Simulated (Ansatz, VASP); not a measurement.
AgPt3: VASP beside Ansatz

```
Ag Pt
1.0
     3.87382    0.00000    0.00000
     0.00000    3.87382    0.00000
     0.00000    0.00000    3.87382
Ag Pt
1 3
Cartesian
  0.0000 0.0000 0.0000
  0.0000 1.9369 1.9369
  1.9369 0.0000 1.9369
  1.9369 1.9369 0.0000
```

Change from the starting cell: volume scaled by 0.98.

Alike in both runs: task single point; functional LDA; k mesh 9 × 9 × 9; occupations fermi-dirac, width 0.08 eV; no spin polarisation.

|  | VASP | Ansatz |
| --- | --- | --- |
| version | VASP 6.6.1 | Ansatz 0.2.0 |
| potentials or method | VASP PAW LDA potentials, release 64 (Ag, Pt), cutoff 520 eV | all-electron LAPW, scalar-relativistic |

```csv
,VASP,Ansatz,Ansatz less VASP
pressure (GPa),8.7,8.1,-0.59
```

LDA's correlation is that of Perdew and Zunger in VASP and of Perdew and Wang (1992) in Ansatz. Ansatz ran all-electron here, and VASP with PAW potentials.

Neither program's run includes spin-orbit coupling.
